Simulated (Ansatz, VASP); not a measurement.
## MgCd2S3: VASP beside Ansatz

```
Mg Cd S
1.0
     4.13774    0.00000    0.00000
    -2.06887    3.58338    0.00000
     0.00000    0.00000   10.11178
Mg Cd S
1 2 3
Direct
  0.66667 0.33333 0.33126
  0.00000 0.00000 0.00521
  0.33333 0.66667 0.66323
  0.33333 0.66667 0.91642
  0.66667 0.33333 0.57488
  0.00000 0.00000 0.25900
```

Alike in both runs: task relaxation of cell and atoms; functional PBE; k mesh 12 × 12 × 4; occupations gaussian, width 0.02 eV; no spin polarisation.

```csv
,VASP,Ansatz
version,VASP 6.6.1,Ansatz 0.2.0
potentials or method,"VASP PAW PBE potentials, release 64 (Mg, Cd, S), cutoff 600 eV","scalar-relativistic, plane waves, PAW"
valence electrons in the cell,44,68
```

|  | VASP | Ansatz | Ansatz less VASP |
| --- | --- | --- | --- |
| gap on the k mesh at the Fermi level, each at its own relaxed structure (eV) | 1.52 | 1.53 | +0.007 |
| relaxed volume (Å³/atom) | 25.10 | 25.03 | -0.071 |
| relaxed length of the cell vector where the two differ most in proportion (Å) | 10.131 | 10.121 | -0.0103 |

VASP's potentials hold 44 valence electrons a cell and Ansatz's 68, so a difference there can come from the potentials and not from the codes.
